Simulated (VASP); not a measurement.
# In6Te (P6/mmm) in VASP: notebook

In6Te is run at these levels: PBE; tasks: single point.

All numbers are computed with VASP 6.6.1; they aren't measurements. Logs are shortened: lines on timing, memory, paths and dates and some standing lists are left out, and cuts for length are marked.

**1. The cell of the first run**

The structure is hexagonal, space group P6/mmm (No. 191). The conventional cell has a = 5.915 Å, b = 5.915 Å, c = 5.012 Å, α = 90.00°, β = 90.00°, γ = 120.00°. In (site symmetry m2m) has 3 In at 1.97 Å within 2.6 Å. Within 4.2 Å of Te (site symmetry 6/mmm) lie 12 In at 3.19 Å.

The cell was generated, and may not be a known phase.

**2. Single point, PBE**

File INCAR:

```
SYSTEM = In6Te
  ALGO = Normal
  EDIFF = 1E-7
  ENCUT = 520
  GGA = PE
  ISIF = 2
  ISMEAR = 0
  LASPH = .True.
  LCHARG = .True.
  LELF = .True.
  LREAL = .False.
  LVHAR = .True.
  LWAVE = .False.
  NBANDS = 51
  NELM = 60
  PREC = Accurate
  SIGMA = 0.1
```

File KPOINTS:

```
k-points
0
Gamma
  3 3 4
  0 0 0
```

File POSCAR:

```
In6Te
1.0
    5.9151974000      0.0000000000      0.0000000000
   -2.9575987000      5.1227112200      0.0000000000
    0.0000000000      0.0000000000      5.0122769200
In Te
6 1
Direct
    0.0000000000      0.3336124100      0.5000000000
    0.6663875900      0.6663875900      0.5000000000
    0.3336124100      0.0000000000      0.5000000000
    0.0000000000      0.6663875900      0.5000000000
    0.3336124100      0.3336124100      0.5000000000
    0.6663875900      0.0000000000      0.5000000000
    0.0000000000      0.0000000000      0.0000000000
```

Potentials or basis: VASP PAW PBE potentials, release 64 (In_d, Te).

Launch:

```sh
$ cat potpaw_PBE.64/In_d/POTCAR potpaw_PBE.64/Te/POTCAR > POTCAR
$ mpirun -np 1 vasp_std > vasp.out
```

OUTCAR:

```text
SYSTEM = In6Te
   EDIFF = 1E-7
   ENCUT = 520
   GGA = PE
   ISIF = 2
   ISMEAR = 0
   LASPH = .True.
   LREAL = .False.
   NELM = 60
   PREC = Accurate

 ion  position               nearest neighbor table
   1  0.000  0.334  0.500-   4 1.97   5 1.97   6 1.97   7 3.19   7 3.19   2 3.41   2 3.41   3 3.41
                             3 3.41   3 3.42   2 3.42   5 3.94   6 3.94   4 3.95
   2  0.666  0.666  0.500-   5 1.97   4 1.97   6 1.97   7 3.19   7 3.19   1 3.41   1 3.41   3 3.41
                             3 3.41   3 3.42   1 3.42   4 3.94   6 3.94   5 3.95
   3  0.334  0.000  0.500-   6 1.97   5 1.97   4 1.97   7 3.19   7 3.19   2 3.41   1 3.41   2 3.41
                             1 3.41   1 3.42   2 3.42   5 3.94   4 3.94   6 3.95
   4  0.000  0.666  0.500-   1 1.97   2 1.97   3 1.97   7 3.19   7 3.19   5 3.41   5 3.41   6 3.41
                             6 3.41   6 3.42   5 3.42   2 3.94   3 3.94   1 3.95
   5  0.334  0.334  0.500-   2 1.97   1 1.97   3 1.97   7 3.19   7 3.19   4 3.41   4 3.41   6 3.41
                             6 3.41   6 3.42   4 3.42   1 3.94   3 3.94   2 3.95
   6  0.666  0.000  0.500-   3 1.97   2 1.97   1 1.97   7 3.19   7 3.19   5 3.41   4 3.41   5 3.41
                             4 3.41   4 3.42   5 3.42   2 3.94   1 3.94   3 3.95
   7  0.000  0.000  0.000-   3 3.19   6 3.19   3 3.19   6 3.19   5 3.19   2 3.19   1 3.19   2 3.19
                             1 3.19   4 3.19   5 3.19   4 3.19

 -----------------------------------------------------------------------------
|                                                                             |
|           W    W    AA    RRRRR   N    N  II  N    N   GGGG   !!!           |
|           W    W   A  A   R    R  NN   N  II  NN   N  G    G  !!!           |
|           W    W  A    A  R    R  N N  N  II  N N  N  G       !!!           |
|           W WW W  AAAAAA  RRRRR   N  N N  II  N  N N  G  GGG   !            |
|           WW  WW  A    A  R   R   N   NN  II  N   NN  G    G                |
|           W    W  A    A  R    R  N    N  II  N    N   GGGG   !!!           |
|                                                                             |
|     The distance between some ions is very small. Please check the          |
|     nearest-neighbor list in the OUTCAR file.                               |
|     I HOPE YOU KNOW WHAT YOU ARE DOING!                                     |
|                                                                             |
 -----------------------------------------------------------------------------

  LATTYP: Found a hexagonal cell.
 ALAT       =     5.9151974000
 C/A-ratio  =     0.8473558161

  Lattice vectors:

 A1 = (   5.9151974000,   0.0000000000,   0.0000000000)
 A2 = (  -2.9575987000,   5.1227112200,   0.0000000000)
 A3 = (   0.0000000000,   0.0000000000,   5.0122769200)

Analysis of symmetry for initial positions (statically):
=====================================================================
 Subroutine PRICEL returns:
 Original cell was already a primitive cell.

 Routine SETGRP: Setting up the symmetry group for a
 hexagonal supercell.

 Subroutine GETGRP returns: Found 24 space group operations
 (whereof 24 operations were pure point group operations)
 out of a pool of 24 trial point group operations.

The static configuration has the point symmetry D_6h.

Analysis of symmetry for dynamics (positions and initial velocities):
=====================================================================
 Subroutine PRICEL returns:
 Original cell was already a primitive cell.

 Routine SETGRP: Setting up the symmetry group for a
 hexagonal supercell.

 Subroutine GETGRP returns: Found 24 space group operations
 (whereof 24 operations were pure point group operations)
 out of a pool of 24 trial point group operations.

The dynamic configuration has the point symmetry D_6h.

 Subroutine INISYM returns: Found 24 space group operations
 (whereof 24 operations are pure point group operations),
 and found     1 'primitive' translations

----------------------------------------------------------------------------------------

                                     Primitive cell

  volume of cell :     151.8813

  direct lattice vectors                    reciprocal lattice vectors
     5.915197400  0.000000000  0.000000000     0.169056066  0.097604565  0.000000000
    -2.957598700  5.122711220  0.000000000     0.000000000  0.195209130  0.000000000
     0.000000000  0.000000000  5.012276920     0.000000000  0.000000000  0.199510126

  length of vectors
     5.915197400  5.915197403  5.012276920     0.195209130  0.195209130  0.199510126

  position of ions in fractional coordinates (direct lattice)
[... 30 lines left out ...]
     0.000000000  0.065069710  0.000000000     0.000000000  0.333333333  0.000000000
     0.000000000  0.000000000  0.049877532     0.000000000  0.000000000  0.250000000

  Length of vectors
     0.065069710  0.065069710  0.049877532

  Shift w.r.t. Gamma in fractional coordinates (k-lattice)
     0.000000000  0.000000000  0.000000000

 Subroutine IBZKPT returns following result:
 ===========================================

 Found      9 irreducible k-points:

 Following reciprocal coordinates:
            Coordinates               Weight
  0.000000  0.000000  0.000000      1.000000
  0.333333 -0.000000  0.000000      6.000000
  0.333333  0.333333  0.000000      2.000000
  0.000000  0.000000  0.250000      2.000000
  0.333333 -0.000000  0.250000     12.000000
  0.333333  0.333333  0.250000      4.000000
  0.000000  0.000000  0.500000      1.000000
  0.333333 -0.000000  0.500000      6.000000
  0.333333  0.333333  0.500000      2.000000
   k-points           NKPTS =      9   k-points in BZ     NKDIM =      9   number of bands    NBANDS=     51
   number of dos      NEDOS =    301   number of ions     NIONS =      7
   total plane-waves  NPLWV =  92160
   dimension x,y,z NGX =    48 NGY =   48 NGZ =   40
   dimension x,y,z NGXF=    96 NGYF=   96 NGZF=   80
   ions per type =               6   1
   NGX,Y,Z   is equivalent  to a cutoff of  13.49, 13.49, 13.27 a.u.
   NGXF,Y,Z  is equivalent  to a cutoff of  26.98, 26.98, 26.53 a.u.
 SYSTEM =  In6Te
   PREC   = accura    normal or accurate (medium, high low for compatibility)
   ISTART =      0    job   : 0-new  1-cont  2-samecut
   ICHARG =      2    charge: 1-file 2-atom 10-const
   ISPIN  =      1    spin polarized calculation?
   LNONCOLLINEAR =      F non collinear calculations
   LSORBIT =      F    spin-orbit coupling
   LASPH  =      T    aspherical Exc in radial PAW
   ENCUT  =  520.0 eV  38.22 Ry    6.18 a.u.  11.00 11.00  9.32*2*pi/ulx,y,z
   NELM   =     60;   NELMIN=  2; NELMDL= -5     # of ELM steps
   EDIFF  = 0.1E-06   stopping-criterion for ELM
   LREAL  =      F    real-space projection
   EDIFFG = 0.1E-05   stopping-criterion for IOM
   NSW    =      0    number of steps for IOM
   IBRION =     -1    ionic relax: 0-MD 1-quasi-New 2-CG
   NFREE  =      0    steps in history (QN), initial steepest desc. (CG)
   ISIF   =      2    stress and relaxation
   ISYM   =      2    0-nonsym 1-usesym 2-fastsym
   POTIM  = 0.5000    time-step for ionic-motion
   TEBEG  =    0.0;   TEEND  =   0.0 temperature during run
   PSTRESS=    0.0 pullay stress
   NELECT =      84.0000    total number of electrons
   NUPDOWN=      -1.0000    fix difference up-down
   EMIN   =  10.00;   EMAX   =-10.00  energy-range for DOS
   EFERMI =   0.00;   METHOD = LEGACY
   ISMEAR =     0;   SIGMA  =   0.10  broadening in eV -4-tet -1-fermi 0-gaus
   EFERMI_NEDOS =   21; number of points for ismear=-14 and -15
   IALGO  =     38    algorithm
   IMIX   =      4    mixing-type and parameters
     AMIX     =   0.40;   BMIX     =  1.00
     AMIX_MAG =   1.60;   BMIX_MAG =  1.00
  volume/ion in A,a.u.               =      21.70       146.42
  Fermi-wavevector in a.u.,A,eV,Ry     =   1.343796  2.539405 24.569217  1.805787
  Thomas-Fermi vector in A             =   2.471841
   LORBIT       =      0    0 simple, 1 ext, 2 COOP (PROOUT), +10 PAW based schemes
   GGA     = PE    functional components
   LHFCALC =     F    Hartree Fock is set to
   AEXX    =    0.0000 exact exchange contribution
   IVDW    =     0    specifies the selected vdW correction
   LEPSILON=     F    determine dielectric tensor
   LRPA    =     F    only Hartree local field effects (RPA)
 non-spin polarized calculation
 Gauss-broadening in eV      SIGMA  =   0.10
  energy-cutoff  :      520.00
  volume of cell :      151.88
 maximum number of plane-waves:      4110
 NGX is ok and might be reduce to    48
   NGX = 21   NGY = 21   NGZ = 19

 number of electron      84.0000045 magnetization

 Free energy of the ion-electron system (eV)
  ---------------------------------------------------
  ext. energy  EPLUGINS =         0.00000000
  ---------------------------------------------------
  free energy    TOTEN  =        36.62217917 eV

  energy without entropy =       36.64423483  energy(sigma->0) =       36.63320700

 E-fermi :  10.7810     XC(G=0): -10.4740

 val. band max:       10.7605916294   @ k =   0.0000   0.0000   0.5000
 cond. band min:      10.7998539884   @ k =   0.3333  -0.0000   0.5000
 fundamental gap:      0.0392623590
 Fermi energy:        10.7810023655

 k-point     1 :       0.0000    0.0000    0.0000
  band No.  band energies     occupation
      1     -11.6376      2.00000
      2     -11.6245      2.00000
      3      -9.7250      2.00000
      4      -9.5775      2.00000
      5      -9.5775      2.00000
      6      -9.5461      2.00000
[... 475 lines left out ...]
     50      16.5258      0.00000
     51      16.6608      0.00000

------------------------ aborting loop because EDIFF is reached ----------------------------------------

  FORCE on cell =-STRESS in cart. coord.  units (eV):
  Direction    XX          YY          ZZ          XY          YZ          ZX
  --------------------------------------------------------------------------------------
  -------------------------------------------------------------------------------------
  Total      211.5308766    211.5308769     12.6104852      0.0000000      0.0000000      0.0000000
  in kB     2231.4141254   2231.4141281    133.0265123      0.0000000      0.0000000      0.0000000
  external PRESSURE =    1531.9515886 kB  Pullay stress =       0.0000000 kB

 VOLUME and BASIS-vectors are now :
 -----------------------------------------------------------------------------
  energy-cutoff  :      520.00
  volume of cell :      151.88
      direct lattice vectors                 reciprocal lattice vectors
     5.915197400  0.000000000  0.000000000     0.169056066  0.097604565  0.000000000
    -2.957598700  5.122711220  0.000000000     0.000000000  0.195209130  0.000000000
     0.000000000  0.000000000  5.012276920     0.000000000  0.000000000  0.199510126

 POSITION                                       TOTAL-FORCE (eV/Angst)
 -----------------------------------------------------------------------------------
     -0.98669      1.70900      2.50614        -0.192255      0.332995     -0.000000
      1.97091      3.41371      2.50614        -0.192255     -0.332995      0.000000
      1.97338      0.00000      2.50614         0.384509      0.000000     -0.000000
     -1.97091      3.41371      2.50614         0.192255     -0.332995     -0.000000
      0.98669      1.70900      2.50614         0.192255      0.332995      0.000000
      3.94181      0.00000      2.50614        -0.384509     -0.000000      0.000000
      0.00000      0.00000      0.00000         0.000000      0.000000     -0.000000
 -----------------------------------------------------------------------------------
    total drift:                                0.000000      0.000000      0.000000

  FREE ENERGIE OF THE ION-ELECTRON SYSTEM (eV)
  ---------------------------------------------------
  free  energy   TOTEN  =        36.6221791674 eV

  energy  without entropy=       36.6442348269  energy(sigma->0) =       36.63320700
```

Wall time 60 s (1 thread of Intel Xeon 6975P-C (Granite Rapids), shared host); peak memory 0.3 GiB.

What came out:

```
Free energy            : 36.6222 eV
Pressure               : 153.2 GPa
Largest force          : 0.385 eV/Å
Band gap on the k mesh : zero (bands 42 and 43 overlap by 0.70 eV)
```

Forces in eV/Å, atoms in the order of the input:
```
In  -0.192  0.333  0.000
In  -0.192 -0.333  0.000
In   0.385  0.000  0.000
In   0.192 -0.333  0.000
In   0.192  0.333  0.000
In  -0.385  0.000  0.000
Te   0.000  0.000  0.000
```

Caveat: the k points lie up to 0.41 Å⁻¹ apart, too coarse for converged energies and pressures of a metal; atoms lie so close that the PAW spheres overlap strongly, which falsifies energies and pressures; spin-orbit coupling is left out, which moves the levels of the heavy elements.

**3. Single point, PBE**

This run uses another cell than the first one, of 33.79 Å³/atom.

File INCAR:

```
SYSTEM = In6Te
PREC = Accurate ; ENCUT = 520
EDIFF = 1E-7 ; ISMEAR = 0
SIGMA = 0.1 ; LREAL = .False.
LASPH = .True. ; NELM = 100
ALGO = Fast ; ISIF = 2
LWAVE = .False. ; LCHARG = .False.
GGA = PE ; NBANDS = 51
```

File KPOINTS:

```
Automatic mesh
0
Gamma
  3 3 4
  0 0 0
```

File POSCAR:

```
In6Te
1.0
    9.3363249658      0.0000000000      0.0000000000
   -4.6681624829      8.0854945984      0.0000000000
    0.0000000000      0.0000000000      3.1335461128
In Te
6 1
Direct
    0.0000000000      0.3360970218      0.5000000000
    0.6639029782      0.6639029782      0.5000000000
    0.3360970218      0.0000000000      0.5000000000
    0.0000000000      0.6639029782      0.5000000000
    0.3360970218      0.3360970218      0.5000000000
    0.6639029782      0.0000000000      0.5000000000
    0.0000000000      0.0000000000      0.0000000000
```

Potentials or basis: VASP PAW PBE potentials, release 64 (In_d, Te).

Launch:

```sh
$ cat potpaw_PBE.64/In_d/POTCAR potpaw_PBE.64/Te/POTCAR > POTCAR
$ mpirun -np 1 vasp_std > vasp.out
```

It took 97 s on 1 thread of Intel Xeon 6975P-C (Granite Rapids), shared host; peak memory 0.37 GiB.

The run converged. Its results:

```
Free energy            : -18.2678 eV
Pressure               : 0.0 GPa
Largest force          : 0.003 eV/Å
Band gap on the k mesh : zero (bands 42 and 43 overlap by 1.45 eV)
```

Forces in eV/Å, atoms in the order of the input:
```
In   0.002 -0.003  0.000
In   0.002  0.003  0.000
In  -0.003  0.000  0.000
In  -0.002  0.003  0.000
In  -0.002 -0.003  0.000
In   0.003  0.000  0.000
Te   0.000  0.000  0.000
```

Levels at points of the mesh, in eV from the Fermi level:
| k point | band 40 | band 41 | band 42 | band 43 | band 44 | band 45 |
| --- | --- | --- | --- | --- | --- | --- |
| (0.00, 0.00, 0.00) | -2.06 | -1.34 | -0.97 | -0.97 | 2.29 | 2.29 |
| (0.00, 0.00, 0.50) | -2.37 | -1.22 | -1.22 | 0.27 | 0.95 | 0.95 |

Caveat: the k points lie up to 0.50 Å⁻¹ apart, too coarse for converged energies and pressures of a metal; spin-orbit coupling is left out, which moves the levels of the heavy elements.

The gap in the log of VASP goes by the Fermi energy; the results here count the filled bands.